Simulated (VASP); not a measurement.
A run of VASP 6.6.1:

File INCAR:

```
PREC = Accurate
ENCUT = 520
EDIFF = 1E-6
ISMEAR = 0
SIGMA = 0.1
LREAL = False
LASPH = True
NELM = 60
ALGO = Normal
ISIF = 2
LWAVE = False
LCHARG = False
GGA = PE
IVDW = 12
NBANDS = 14
```

File KPOINTS:

```
regular mesh
0
Gamma
  18 18 6
```

Contents of POSCAR:

```
Al
1.0
    2.8144222611      0.0000000000      0.0000000000
   -1.4072111305      2.4373611751      0.0000000000
    0.0000000000      0.0000000000      9.2410470820
Al
4
Direct
    0.0000000000      0.0000000000      0.0000000000
    0.3333333333      0.6666666667      0.2500000000
    0.0000000000      0.0000000000      0.5000000000
    0.6666666667      0.3333333333      0.7500000000
```

Potentials or basis: VASP PAW PBE potentials, release 64 (Al).

Run with:

```bash
$ cat potpaw_PBE.64/Al/POTCAR > POTCAR
$ mpirun -np 1 vasp_std > vasp.out
```

Hardware: 1 thread of Intel Xeon 8259CL (shared host).

Estimate the wall time of this run.

It took 120 s on 1 thread of Intel Xeon 8259CL, with other jobs on the host, peak memory 0.26 GiB. Counts: scf iterations 10, k points 148.
